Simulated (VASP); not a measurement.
# SnO in VASP: further runs

Runs on SnO. Level: PBE+D3(BJ). Tasks: single point.

All numbers are computed with VASP 6.6.1; they aren't measurements. Logs are shortened: lines on timing, memory, paths and dates and some standing lists are left out, and cuts for length are marked.

## 1. The cell of the first run

The cell holds a slab with vacuum, 8 atoms: a = 3.820 Å, b = 3.820 Å, c = 22.226 Å, α = 90.00°, β = 90.00°, γ = 90.00°.

## 2. Single point, PBE+D3(BJ) (layers slid over each other)

INCAR

```
ALGO = Normal
DIPOL = 0.5 0.5 0.403
EDIFF = 1E-6
ENCUT = 520
GGA = PE
IDIPOL = 3
ISIF = 2
ISMEAR = 0
IVDW = 12
LASPH = T
LCHARG = F
LDIPOL = T
LREAL = F
LWAVE = F
NBANDS = 50
NELM = 60
PREC = Accurate
SIGMA = 0.05
```

KPOINTS

```
k-points
0
Gamma
  7 7 1
```

POSCAR

```
SnO
1.0
    3.8201636883      0.0000000000      0.0000000000
    0.0000000000      3.8201636883      0.0000000000
    0.0000000000      0.0000000000     22.2260802162
Sn O
4 4
Direct
    0.7500000000      0.2500000000      0.2024648501
    0.2500000000      0.7500000000      0.3087831971
    0.3750000000      1.0000000000      0.4977503906
    0.8750000000      0.5000000000      0.6040687375
    0.2500000000      0.2500000000      0.2556240236
    0.7500000000      0.7500000000      0.2556240236
    0.8750000000      1.0000000000      0.5509095640
    0.3750000000      0.5000000000      0.5509095640
```

Potentials or basis: VASP PAW PBE potentials, release 64 (Sn_d, O).

Started as:

```
cat potpaw_PBE.64/Sn_d/POTCAR potpaw_PBE.64/O/POTCAR > POTCAR
mpirun -np 1 vasp_std > vasp.out
```

OUTCAR:

```text
EDIFF = 1E-6
   ENCUT = 520
   GGA = PE
   ISIF = 2
   ISMEAR = 0
   IVDW = 12
   LASPH = T
   LREAL = F
   NELM = 60
   PREC = Accurate
 IVDW          = 12

 ion  position               nearest neighbor table
   1  0.750  0.250  0.202-   5 2.25   6 2.25   6 2.25   5 2.25   2 3.59   2 3.59   2 3.59   2 3.59

   2  0.250  0.750  0.309-   5 2.25   6 2.25   5 2.25   6 2.25   1 3.59   1 3.59   1 3.59   1 3.59

   3  0.375  0.000  0.498-   7 2.25   8 2.25   8 2.25   7 2.25   4 3.59   4 3.59   4 3.59   4 3.59

   4  0.875  0.500  0.604-   7 2.25   8 2.25   7 2.25   8 2.25   3 3.59   3 3.59   3 3.59   3 3.59

   5  0.250  0.250  0.256-   1 2.25   2 2.25   2 2.25   1 2.25
   6  0.750  0.750  0.256-   1 2.25   2 2.25   1 2.25   2 2.25
   7  0.875  0.000  0.551-   3 2.25   3 2.25   4 2.25   4 2.25
   8  0.375  0.500  0.551-   3 2.25   3 2.25   4 2.25   4 2.25

  LATTYP: Found a simple tetragonal cell.
 ALAT       =     3.8201636883
 C/A-ratio  =     5.8180962989

  Lattice vectors:

 A1 = (   3.8201636883,   0.0000000000,   0.0000000000)
 A2 = (   0.0000000000,   3.8201636883,   0.0000000000)
 A3 = (   0.0000000000,   0.0000000000,  22.2260802162)

Analysis of symmetry for initial positions (statically):
=====================================================================
 Subroutine PRICEL returns:
 Original cell was already a primitive cell.

 Routine SETGRP: Setting up the symmetry group for a
 simple tetragonal supercell.

 Subroutine GETGRP returns: Found  2 space group operations
 (whereof  1 operations were pure point group operations)
 out of a pool of 16 trial point group operations.

The static configuration has the point symmetry C_1 .
 The point group associated with its full space group is S_2 .

Analysis of symmetry for dynamics (positions and initial velocities):
=====================================================================
 Subroutine PRICEL returns:
 Original cell was already a primitive cell.

 Routine SETGRP: Setting up the symmetry group for a
 simple tetragonal supercell.

 Subroutine GETGRP returns: Found  2 space group operations
 (whereof  1 operations were pure point group operations)
 out of a pool of 16 trial point group operations.

The dynamic configuration has the point symmetry C_1 .
 The point group associated with its full space group is S_2 .

 Subroutine INISYM returns: Found  2 space group operations
 (whereof  1 operations are pure point group operations),
 and found     1 'primitive' translations

----------------------------------------------------------------------------------------

                                     Primitive cell

  volume of cell :     324.3596

  direct lattice vectors                    reciprocal lattice vectors
     3.820163688  0.000000000  0.000000000     0.261768888  0.000000000  0.000000000
     0.000000000  3.820163688  0.000000000     0.000000000  0.261768888  0.000000000
     0.000000000  0.000000000 22.226080216     0.000000000  0.000000000  0.044992189

  length of vectors
     3.820163688  3.820163688 22.226080216     0.261768888  0.261768888  0.044992189

  position of ions in fractional coordinates (direct lattice)
     0.750000000  0.250000000  0.202464850
     0.250000000  0.750000000  0.308783197
     0.375000000  0.000000000  0.497750391
     0.875000000  0.500000000  0.604068738
     0.250000000  0.250000000  0.255624024
     0.750000000  0.750000000  0.255624024
     0.875000000  0.000000000  0.550909564
     0.375000000  0.500000000  0.550909564

  ion indices of the primitive-cell ions
   primitive index   ion index
                 1           1
                 2           2
                 3           3
                 4           4
                 5           5
                 6           6
                 7           7
                 8           8

----------------------------------------------------------------------------------------

 KPOINTS: k-points

Automatic generation of k-mesh.
 Grid dimensions read from file:
 generate k-points for:    7    7    1

 Generating k-lattice:

  Cartesian coordinates                     Fractional coordinates (reciprocal lattice)
     0.037395555  0.000000000  0.000000000     0.142857143  0.000000000  0.000000000
     0.000000000  0.037395555  0.000000000     0.000000000  0.142857143  0.000000000
     0.000000000  0.000000000  0.044992189     0.000000000  0.000000000  1.000000000

  Length of vectors
     0.037395555  0.037395555  0.044992189

  Shift w.r.t. Gamma in fractional coordinates (k-lattice)
     0.000000000  0.000000000  0.000000000

 Subroutine IBZKPT returns following result:
 ===========================================

 Found     25 irreducible k-points:

 Following reciprocal coordinates:
            Coordinates               Weight
  0.000000  0.000000  0.000000      1.000000
  0.142857  0.000000  0.000000      2.000000
  0.000000  0.142857  0.000000      2.000000
  0.285714  0.000000  0.000000      2.000000
  0.000000  0.285714  0.000000      2.000000
  0.428571  0.000000  0.000000      2.000000
[... 16 lines left out ...]
  0.285714  0.428571  0.000000      2.000000
  0.428571  0.428571  0.000000      2.000000
   k-points           NKPTS =     25   k-points in BZ     NKDIM =     25   number of bands    NBANDS=     50
   number of dos      NEDOS =    301   number of ions     NIONS =      8
   total plane-waves  NPLWV = 131712
   dimension x,y,z NGX =    28 NGY =   28 NGZ =  168
   dimension x,y,z NGXF=    56 NGYF=   56 NGZF=  336
   ions per type =               4   4
   NGX,Y,Z   is equivalent  to a cutoff of  12.19, 12.19, 12.57 a.u.
   NGXF,Y,Z  is equivalent  to a cutoff of  24.37, 24.37, 25.13 a.u.
 SYSTEM =  unknown system
   PREC   = accura    normal or accurate (medium, high low for compatibility)
   ISTART =      0    job   : 0-new  1-cont  2-samecut
   ICHARG =      2    charge: 1-file 2-atom 10-const
   ISPIN  =      1    spin polarized calculation?
   LNONCOLLINEAR =      F non collinear calculations
   LSORBIT =      F    spin-orbit coupling
   LASPH  =      T    aspherical Exc in radial PAW
   ENCUT  =  520.0 eV  38.22 Ry    6.18 a.u.   7.10  7.10 41.33*2*pi/ulx,y,z
   NELM   =     60;   NELMIN=  2; NELMDL= -5     # of ELM steps
   EDIFF  = 0.1E-05   stopping-criterion for ELM
   LREAL  =      F    real-space projection
   EDIFFG = 0.1E-04   stopping-criterion for IOM
   NSW    =      0    number of steps for IOM
   IBRION =     -1    ionic relax: 0-MD 1-quasi-New 2-CG
   NFREE  =      0    steps in history (QN), initial steepest desc. (CG)
   ISIF   =      2    stress and relaxation
   ISYM   =      2    0-nonsym 1-usesym 2-fastsym
   POTIM  = 0.5000    time-step for ionic-motion
   TEBEG  =    0.0;   TEEND  =   0.0 temperature during run
   PSTRESS=    0.0 pullay stress
   NELECT =      80.0000    total number of electrons
   NUPDOWN=      -1.0000    fix difference up-down
   EMIN   =  10.00;   EMAX   =-10.00  energy-range for DOS
   EFERMI =   0.00;   METHOD = LEGACY
   ISMEAR =     0;   SIGMA  =   0.05  broadening in eV -4-tet -1-fermi 0-gaus
   EFERMI_NEDOS =   21; number of points for ismear=-14 and -15
   IALGO  =     38    algorithm
   IMIX   =      4    mixing-type and parameters
     AMIX     =   0.40;   BMIX     =  1.00
     AMIX_MAG =   1.60;   BMIX_MAG =  1.00
  volume/ion in A,a.u.               =      40.54       273.61
  Fermi-wavevector in a.u.,A,eV,Ry     =   1.026666  1.940118 14.341129  1.054043
  Thomas-Fermi vector in A             =   2.160571
   LORBIT       =      0    0 simple, 1 ext, 2 COOP (PROOUT), +10 PAW based schemes
   GGA     = PE    functional components
   LHFCALC =     F    Hartree Fock is set to
   AEXX    =    0.0000 exact exchange contribution
   IVDW    =    12    specifies the selected vdW correction
   LEPSILON=     F    determine dielectric tensor
   LRPA    =     F    only Hartree local field effects (RPA)
 non-spin polarized calculation
 Gauss-broadening in eV      SIGMA  =   0.05
  energy-cutoff  :      520.00
  volume of cell :      324.36
 maximum number of plane-waves:      8769
   NGX = 15   NGY = 15   NGZ = 83

 dipolmoment           0.000000      0.000000      0.000012 electrons x Angstroem

 number of electron      79.9999970 magnetization

 dipolmoment           0.000000      0.000000     -0.000004 electrons x Angstroem

 Free energy of the ion-electron system (eV)
  ---------------------------------------------------
  ext. energy  EPLUGINS =         0.00000000
  ---------------------------------------------------
  free energy    TOTEN  =       -45.15113902 eV

  energy without entropy =      -45.15113902  energy(sigma->0) =      -45.15113902

 E-fermi :   0.0673     XC(G=0):  -5.3182

 val. band max:       -0.1930523463   @ k =  -0.1429   0.1429   0.0000
 cond. band min:       2.2917537832   @ k =   0.4286   0.0000   0.0000
 fundamental gap:      2.4848061295
 Fermi energy:         0.0673033403

 k-point     1 :       0.0000    0.0000    0.0000
  band No.  band energies     occupation
      1     -21.0486      2.00000
      2     -21.0486      2.00000
      3     -20.6881      2.00000
      4     -20.6880      2.00000
      5     -20.6507      2.00000
      6     -20.6504      2.00000
[... 42 lines left out ...]
     49       5.1996      0.00000
     50       5.2062      0.00000

 k-point     2 :       0.1429    0.0000    0.0000
  band No.  band energies     occupation
      1     -21.0397      2.00000
      2     -21.0397      2.00000
      3     -20.6887      2.00000
      4     -20.6886      2.00000
      5     -20.6521      2.00000
      6     -20.6521      2.00000
[... 1158 lines left out ...]
 k-point    24 :       0.4286    0.4286    0.0000
  band No.  band energies     occupation
      1     -20.9898      2.00000
      2     -20.9894      2.00000
      3     -20.9757      2.00000
      4     -20.9756      2.00000
      5     -20.6550      2.00000
      6     -20.6549      2.00000
[... 42 lines left out ...]
     49       5.9974      0.00000
     50       6.2942      0.00000

 [... further k-points ...]

------------------------ aborting loop because EDIFF is reached ----------------------------------------

 vacuum level on the upper side and lower side of the slab       (xc-potential included)        -0.174        -0.172

 Edisp (eV)   -1.23744

 E8    (eV) :    -0.5470

  FORCE on cell =-STRESS in cart. coord.  units (eV):
  Direction    XX          YY          ZZ          XY          YZ          ZX
  --------------------------------------------------------------------------------------
  -------------------------------------------------------------------------------------
  Total       0.20716     0.23869     0.13670     0.01941     0.24196     0.14160
  in kB       1.02329     1.17903     0.67525     0.09587     1.19518     0.69944
  external pressure =        0.96 kB  Pullay stress =        0.00 kB

 VOLUME and BASIS-vectors are now :
 -----------------------------------------------------------------------------
  energy-cutoff  :      520.00
  volume of cell :      324.36
      direct lattice vectors                 reciprocal lattice vectors
     3.820163688  0.000000000  0.000000000     0.261768888  0.000000000  0.000000000
     0.000000000  3.820163688  0.000000000     0.000000000  0.261768888  0.000000000
     0.000000000  0.000000000 22.226080216     0.000000000  0.000000000  0.044992189

 POSITION                                       TOTAL-FORCE (eV/Angst)
 -----------------------------------------------------------------------------------
      2.86512      0.95504      4.50000        -0.002654     -0.004528     -0.082850
      0.95504      2.86512      6.86304        -0.013765     -0.025862      0.095025
      1.43256      0.00000     11.06304         0.013765      0.025862     -0.095025
      3.34264      1.91008     13.42608         0.002654      0.004528      0.082850
      0.95504      0.95504      5.68152         0.005406     -0.023169      0.003407
      2.86512      2.86512      5.68152        -0.014480      0.009035      0.003719
      3.34264      0.00000     12.24456         0.014480     -0.009035     -0.003719
      1.43256      1.91008     12.24456        -0.005406      0.023169     -0.003407
 -----------------------------------------------------------------------------------
    total drift:                                0.000000      0.000000     -0.000198

  FREE ENERGIE OF THE ION-ELECTRON SYSTEM (eV)
  ---------------------------------------------------
  free  energy   TOTEN  =       -46.3885820529 eV

  energy  without entropy=      -46.3885820529  energy(sigma->0) =      -46.38858205

 vacuum level on the upper side and lower side of the slab         4.793         4.797
```

Run time: 7.4 min. Hardware: 1 thread of Intel Xeon Platinum 8559C (Emerald Rapids), shared host; peak memory 0.52 GiB.

Results:

```
Free energy                : -46.3886 eV
Largest force              : 0.099 eV/Å
Band gap on the k mesh     : 2.48 eV (least direct gap 2.56 eV)
Dispersion energy per atom : -0.155 eV
```

Forces in eV/Å, atoms in the order of the input:
```
Sn  -0.003 -0.005 -0.083
Sn  -0.014 -0.026  0.095
Sn   0.014  0.026 -0.095
Sn   0.003  0.005  0.083
O    0.005 -0.023  0.003
O   -0.014  0.009  0.004
O    0.014 -0.009 -0.004
O   -0.005  0.023 -0.003
```

Levels at points of the mesh, in eV from the valence-band top:
| k point | band 38 | band 39 | band 40 | band 41 | band 42 | band 43 |
| --- | --- | --- | --- | --- | --- | --- |
| (0.00, 0.00, 0.00) | -1.95 | -0.61 | -0.03 | 2.53 | 2.86 | 2.87 |

Caveat: the cell differs from its parent crystal (layers slid over each other); spin-orbit coupling is left out, which moves the levels of the heavy elements.

## 3. Single point, PBE+D3(BJ) (layers slid over each other)

INCAR

```
SYSTEM = SnO
PREC = Accurate
ENCUT = 520
EDIFF = 1E-6
ISMEAR = 0
SIGMA = 0.05
LREAL = .FALSE.
LASPH = .TRUE.
NELM = 60
ALGO = Normal
ISIF = 2
LWAVE = .FALSE.
LCHARG = .TRUE.
LDIPOL = .TRUE.
IDIPOL = 3
DIPOL = 0.5 0.5 0.403
GGA = PE
IVDW = 12
LELF = .TRUE.
LVHAR = .TRUE.
LVACPOTAV = .TRUE.
NBANDS = 50
```

KPOINTS

```
Automatic mesh
0
G
  7 7 1
  0 0 0
```

POSCAR

```
SnO
1.0
    3.8201636883      0.0000000000      0.0000000000
    0.0000000000      3.8201636883      0.0000000000
    0.0000000000      0.0000000000     22.2260802162
Sn O
4 4
Direct
    0.7500000000      0.2500000000      0.2024648501
    0.2500000000      0.7500000000      0.3087831971
    0.5000000000      1.1250000000      0.4977503906
    1.0000000000      0.6250000000      0.6040687375
    0.2500000000      0.2500000000      0.2556240236
    0.7500000000      0.7500000000      0.2556240236
    1.0000000000      1.1250000000      0.5509095640
    0.5000000000      0.6250000000      0.5509095640
```

Potentials or basis: VASP PAW PBE potentials, release 64 (Sn_d, O).

Started as:

```
cat potpaw_PBE.64/Sn_d/POTCAR potpaw_PBE.64/O/POTCAR > POTCAR
mpirun -np 1 vasp_std > vasp.out
```

It took 8.1 min on 1 thread of Intel Xeon Platinum 8559C (Emerald Rapids), shared host; peak memory 0.51 GiB.

Results (log left out):

```yaml
Free_energy: -46.4183 eV
Largest_force: 0.155 eV/Å
Band_gap_on_the_k_mesh: 2.55 eV (least direct gap 2.58 eV)
Dispersion_energy_per_atom: -0.155 eV
```

Forces on the atoms (eV/Å):
```
Sn  -0.003 -0.003 -0.081
Sn  -0.012 -0.012  0.154
Sn   0.012  0.012 -0.154
Sn   0.003  0.003  0.081
O    0.006 -0.013  0.009
O   -0.016  0.005  0.009
O    0.016 -0.005 -0.009
O   -0.006  0.013 -0.009
```

Levels at points of the mesh, in eV from the valence-band top:
```
           k point  band 38  band 39  band 40  band 41  band 42  band 43
(0.00, 0.00, 0.00)    -1.93    -0.57    -0.02     2.55     2.88     2.89
```

Caveat: the cell differs from its parent crystal (layers slid over each other); spin-orbit coupling is left out, which moves the levels of the heavy elements.
